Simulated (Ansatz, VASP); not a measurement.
One calculation of PbSe, two programs

File POSCAR:

```
PbSe
1.0
    0.0000000000      3.4232041310      3.4232041310
    3.4232041310      0.0000000000      3.4232041310
    3.4232041310      3.4232041310      0.0000000000
Pb Se
1 1
Direct
    0.0000000000      0.0000000000      0.0000000000
    0.2500000000      0.2500000000      0.2500000000
```

INCAR.step1

```
  PREC = Accurate
  ENCUT = 520
  EDIFF = 1E-5
  ISMEAR = 0
  SIGMA = 0.01
  LREAL = F
  LASPH = T
  NELM = 80
  ALGO = Normal
  ISIF = 2
  LWAVE = T
  LCHARG = F
  GGA = PE
  NBANDS = 17
```

INCAR.step2

```
  PREC = Accurate
  ENCUT = 520
  EDIFF = 1E-6
  ISMEAR = 0
  SIGMA = 0.01
  LREAL = F
  LASPH = T
  NELM = 80
  ALGO = Normal
  ISIF = 2
  LWAVE = F
  LCHARG = F
  GGA = PE
  LHFCALC = T
  AEXX = 0.1
  HFSCREEN = 0.1
  PRECFOCK = Normal
  ISTART = 1
  NBANDS = 17
```

The input KPOINTS:

```
Automatic mesh
0
Gamma
  4 4 4
```

Input for Ansatz:

```yaml
crystal:
  lattice:
    - [0.0, 3.423204131, 3.423204131]
    - [3.423204131, 0.0, 3.423204131]
    - [3.423204131, 3.423204131, 0.0]
  atoms:
    - { symbol: Pb, position: [0.0, 0.0, 0.0] }
    - { symbol: Se, position: [0.25, 0.25, 0.25] }
kpoints:
  mp_grid: { grid: [4, 4, 4] }
hamiltonian:
  xc: { exchange: pbe, correlation: pbe, exx: { coeff: 0.1, omega: 0.1 } }
scf:
  occupations: { method: fixed }
  n_extra_bands: 4
output:
  forces: true
  stress: true
  eigenvalues: true
```

Alike in both runs: task single point; functional PBE-based screened hybrid; k mesh 4 × 4 × 4; no spin polarisation.

|  | VASP | Ansatz |
| --- | --- | --- |
| version | VASP 6.6.1 | Ansatz 0.2.0 |
| potentials or method | VASP PAW PBE potentials, release 64 (Pb_d, Se) | plane waves |
| plane-wave cutoff (eV) | 520 | 420 |
| occupations | gaussian, width 0.01 eV | fixed |
| valence electrons in the cell | 20 | 30 |

|  | VASP | Ansatz | Ansatz less VASP |
| --- | --- | --- | --- |
| gap on the k mesh at the Fermi level (eV) | 0.90 | 0.89 | -0.009 |
| pressure (GPa) | 0.4 | 0.4 | +0.07 |

VASP's potentials were made for PBE, not for PBE-based screened hybrid. VASP's potentials hold 20 valence electrons a cell and Ansatz's 30, so a difference there can come from the potentials and not from the codes. Ansatz's warnings: stress exchange threshold loose, stress scf threshold loose.

Neither program's run includes spin-orbit coupling.
